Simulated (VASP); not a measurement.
# LiTe2Mo (P6_3/mmc) in VASP: single point with PBE+D3(BJ)

Aim: the single point of LiTe2Mo with PBE+D3(BJ).

All numbers are computed with VASP 6.6.1; they aren't measurements. Logs are shortened: lines on timing, memory, paths and dates and some standing lists are left out, and cuts for length are marked.

### 1 The cell of the first run

The structure is hexagonal, space group P6_3/mmc (No. 194). The conventional cell has a = 3.497 Å, b = 3.497 Å, c = 14.011 Å, α = 90.00°, β = 90.00°, γ = 120.00°. Te (site symmetry 3m) has 3 Li at 2.63 Å and 3 Mo at 2.72 Å and 6 Te at 3.50 Å within 3.5 Å. Mo (site symmetry -6m2) has 6 Te at 2.72 Å and 6 Mo at 3.50 Å within 3.6 Å. Within 3.5 Å of Li (site symmetry -3m) lie 6 Te at 2.63 Å and 6 Li at 3.50 Å.

### 2 Single point, PBE+D3(BJ)

INCAR

```
SYSTEM = LiTe2Mo
PREC = Accurate
ENCUT = 520
EDIFF = 1E-6
ISMEAR = 0
SIGMA = 0.1
LREAL = .FALSE.
LASPH = .TRUE.
NELM = 60
ALGO = Normal
ISIF = 2
LWAVE = .FALSE.
LCHARG = .FALSE.
GGA = PE
IVDW = 12
NBANDS = 39
```

KPOINTS

```
regular mesh
0
G
  6 6 2
  0 0 0
```

POSCAR

```
LiTe2Mo
1.0
    3.4969490424      0.0000000000      0.0000000000
   -1.7484745212      3.0284467064      0.0000000000
    0.0000000000      0.0000000000     14.0110238096
Te Mo Li
4 2 2
Direct
    0.3333333333      0.6666666667      0.6144812248
    0.6666666667      0.3333333333      0.1144812248
    0.3333333333      0.6666666667      0.8738946054
    0.6666666667      0.3333333333      0.3738946054
    0.3333333333      0.6666666667      0.2441879151
    0.6666666667      0.3333333333      0.7441879151
    0.0000000000      0.0000000000     -0.0058120849
    1.0000000000      1.0000000000      0.4941879151
```

Potentials or basis: VASP PAW PBE potentials, release 64 (Te, Mo_sv, Li_sv).

The run is started by

```
$ cat potpaw_PBE.64/Te/POTCAR potpaw_PBE.64/Mo_sv/POTCAR potpaw_PBE.64/Li_sv/POTCAR > POTCAR
$ mpirun -np 1 vasp_std > vasp.out
```

OUTCAR:

```text
SYSTEM = LiTe2Mo
   PREC = Accurate
   ENCUT = 520
   EDIFF = 1E-6
   ISMEAR = 0
   LREAL = .FALSE.
   LASPH = .TRUE.
   NELM = 60
   ISIF = 2
   GGA = PE
   IVDW = 12
 IVDW          = 12

 ion  position               nearest neighbor table
   1  0.333  0.667  0.614-   8 2.63   8 2.63   8 2.63   6 2.72   6 2.72   6 2.72   3 3.63
   2  0.667  0.333  0.114-   7 2.63   7 2.63   7 2.63   5 2.72   5 2.72   5 2.72   4 3.63
   3  0.333  0.667  0.874-   7 2.63   7 2.63   7 2.63   6 2.72   6 2.72   6 2.72   1 3.63
   4  0.667  0.333  0.374-   8 2.63   8 2.63   8 2.63   5 2.72   5 2.72   5 2.72   2 3.63
   5  0.333  0.667  0.244-   2 2.72   4 2.72   2 2.72   4 2.72   2 2.72   4 2.72
   6  0.667  0.333  0.744-   1 2.72   3 2.72   1 2.72   3 2.72   1 2.72   3 2.72
   7  0.000  0.000  0.994-   2 2.63   3 2.63   3 2.63   2 2.63   2 2.63   3 2.63
   8  0.000  0.000  0.494-   1 2.63   4 2.63   1 2.63   4 2.63   4 2.63   1 2.63

  LATTYP: Found a hexagonal cell.
 ALAT       =     3.4969490424
 C/A-ratio  =     4.0066422586

  Lattice vectors:

 A1 = (   3.4969490424,   0.0000000000,   0.0000000000)
 A2 = (  -1.7484745212,   3.0284467064,   0.0000000000)
 A3 = (   0.0000000000,   0.0000000000,  14.0110238096)

Analysis of symmetry for initial positions (statically):
=====================================================================
 Subroutine PRICEL returns:
 Original cell was already a primitive cell.

 Routine SETGRP: Setting up the symmetry group for a
 hexagonal supercell.

 Subroutine GETGRP returns: Found 24 space group operations
 (whereof  6 operations were pure point group operations)
 out of a pool of 24 trial point group operations.

The static configuration has the point symmetry C_3v.
 The point group associated with its full space group is D_6h.

Analysis of symmetry for dynamics (positions and initial velocities):
=====================================================================
 Subroutine PRICEL returns:
 Original cell was already a primitive cell.

 Routine SETGRP: Setting up the symmetry group for a
 hexagonal supercell.

 Subroutine GETGRP returns: Found 24 space group operations
 (whereof  6 operations were pure point group operations)
 out of a pool of 24 trial point group operations.

The dynamic configuration has the point symmetry C_3v.
 The point group associated with its full space group is D_6h.

 Subroutine INISYM returns: Found 24 space group operations
 (whereof  6 operations are pure point group operations),
 and found     1 'primitive' translations

----------------------------------------------------------------------------------------

[... 103 lines left out ...]
   PSTRESS=    0.0 pullay stress
   NELECT =      58.0000    total number of electrons
   NUPDOWN=      -1.0000    fix difference up-down
   EMIN   =  10.00;   EMAX   =-10.00  energy-range for DOS
   EFERMI =   0.00;   METHOD = LEGACY
   ISMEAR =     0;   SIGMA  =   0.10  broadening in eV -4-tet -1-fermi 0-gaus
   EFERMI_NEDOS =   21; number of points for ismear=-14 and -15
   IALGO  =     38    algorithm
   IMIX   =      4    mixing-type and parameters
     AMIX     =   0.40;   BMIX     =  1.00
     AMIX_MAG =   1.60;   BMIX_MAG =  1.00
  volume/ion in A,a.u.               =      18.55       125.17
  Fermi-wavevector in a.u.,A,eV,Ry     =   1.196992  2.261986 19.494278  1.432789
  Thomas-Fermi vector in A             =   2.332918
   LORBIT       =      0    0 simple, 1 ext, 2 COOP (PROOUT), +10 PAW based schemes
   GGA     = PE    functional components
   LHFCALC =     F    Hartree Fock is set to
   AEXX    =    0.0000 exact exchange contribution
   IVDW    =    12    specifies the selected vdW correction
   LEPSILON=     F    determine dielectric tensor
   LRPA    =     F    only Hartree local field effects (RPA)
 non-spin polarized calculation
 Gauss-broadening in eV      SIGMA  =   0.10
  energy-cutoff  :      520.00
  volume of cell :      148.38
 maximum number of plane-waves:      4037
 NGX is ok and might be reduce to    28
   NGX = 13   NGY = 13   NGZ = 53

 number of electron      58.0000005 magnetization

 Free energy of the ion-electron system (eV)
  ---------------------------------------------------
  ext. energy  EPLUGINS =         0.00000000
  ---------------------------------------------------
  free energy    TOTEN  =       -38.86465081 eV

  energy without entropy =      -38.82621918  energy(sigma->0) =      -38.84543500

 E-fermi :  10.5517     XC(G=0): -11.0123

 val. band max:       10.5497833137   @ k =   0.3333   0.1667   0.5000
 cond. band min:      10.5685439515   @ k =   0.3333   0.3333   0.5000
 fundamental gap:      0.0187606377
 Fermi energy:        10.5517062503

 k-point     1 :       0.0000    0.0000    0.0000
  band No.  band energies     occupation
      1     -51.0723      2.00000
      2     -51.0723      2.00000
      3     -36.8122      2.00000
      4     -36.8121      2.00000
      5     -25.2917      2.00000
      6     -25.2917      2.00000
[... 577 lines left out ...]
     38      13.9253      0.00000
     39      14.6078      0.00000

------------------------ aborting loop because EDIFF is reached ----------------------------------------

 Edisp (eV)   -4.40210

 E8    (eV) :    -2.0025

  FORCE on cell =-STRESS in cart. coord.  units (eV):
  Direction    XX          YY          ZZ          XY          YZ          ZX
  --------------------------------------------------------------------------------------
  -------------------------------------------------------------------------------------
  Total       5.78467     5.78467    10.36397     0.00000     0.00000     0.00000
  in kB      62.46111    62.46111   111.90710     0.00000     0.00000     0.00000
  external pressure =       78.94 kB  Pullay stress =        0.00 kB

 VOLUME and BASIS-vectors are now :
 -----------------------------------------------------------------------------
  energy-cutoff  :      520.00
  volume of cell :      148.38
      direct lattice vectors                 reciprocal lattice vectors
     3.496949042  0.000000000  0.000000000     0.285963561  0.165101139  0.000000000
    -1.748474521  3.028446706  0.000000000     0.000000000  0.330202278  0.000000000
     0.000000000  0.000000000 14.011023810     0.000000000  0.000000000  0.071372372

 POSITION                                       TOTAL-FORCE (eV/Angst)
 -----------------------------------------------------------------------------------
     -0.00000      2.01896      8.60951         0.000000      0.000000      0.438038
      1.74847      1.00948      1.60400         0.000000      0.000000      0.438038
     -0.00000      2.01896     12.24416         0.000000      0.000000     -0.438038
      1.74847      1.00948      5.23865         0.000000      0.000000     -0.438038
     -0.00000      2.01896      3.42132        -0.000000      0.000000      0.000000
      1.74847      1.00948     10.42683         0.000000     -0.000000      0.000000
      0.00000      0.00000     13.92959         0.000000      0.000000      0.000000
      0.00000      0.00000      6.92408         0.000000      0.000000      0.000000
 -----------------------------------------------------------------------------------
    total drift:                               -0.000001      0.000000      0.000165

  FREE ENERGIE OF THE ION-ELECTRON SYSTEM (eV)
  ---------------------------------------------------
  free  energy   TOTEN  =       -43.2667491786 eV

  energy  without entropy=      -43.2283175485  energy(sigma->0) =      -43.24753336
```

stdout:

```text
POSCAR found type information on POSCAR TeMoLi
 POSCAR found :  3 types and       8 ions
 scaLAPACK will be used
 LDA part: xc-table for (Slater+PW92), standard interpolation
 POSCAR, INCAR and KPOINTS ok, starting setup
 FFT: planning ... GRIDC
 FFT: planning ... GRID_SOFT
 FFT: planning ... GRID
 WAVECAR not read
 entering main loop
```

Run time: 45 s. Hardware: 1 thread of Intel Xeon 6975P-C (Granite Rapids), shared host; peak memory 0.31 GiB.

What came out:

```yaml
Free_energy: -43.2667 eV
Largest_force: 0.438 eV/Å
Band_gap_on_the_k_mesh: zero (band 29 reaches 11.94 eV, above the bottom of band 30 at 10.27 eV)
Dispersion_energy_per_atom: -0.550 eV
```

Forces on the atoms (eV/Å):
```
Te   0.000  0.000  0.438
Te   0.000  0.000  0.438
Te   0.000  0.000 -0.438
Te   0.000  0.000 -0.438
Mo   0.000  0.000  0.000
Mo   0.000  0.000  0.000
Li   0.000  0.000  0.000
Li   0.000  0.000  0.000
```

Levels at points of the mesh, in eV from the Fermi level:
| k point | band 27 | band 28 | band 29 | band 30 | band 31 | band 32 |
| --- | --- | --- | --- | --- | --- | --- |
| (0.00, 0.00, 0.00) | -2.05 | -1.44 | 1.38 | 1.38 | 1.41 | 1.41 |
| (0.50, 0.00, 0.00) | -2.27 | -1.70 | 0.31 | 0.32 | 0.40 | 0.48 |
| (0.00, 0.00, 0.50) | -1.62 | -1.62 | 1.38 | 1.38 | 1.38 | 1.38 |
| (0.50, 0.00, 0.50) | -2.04 | -2.04 | 0.34 | 0.34 | 0.36 | 0.36 |

Caveat: the cutoff is under 1.25 times the usual one of these potentials, so pressure, stress and relaxed cells hold a basis-set (Pulay) error; spin-orbit coupling is left out, which moves the levels of the heavy elements; pairwise dispersion overbinds metals, which lowers pressure and volume.
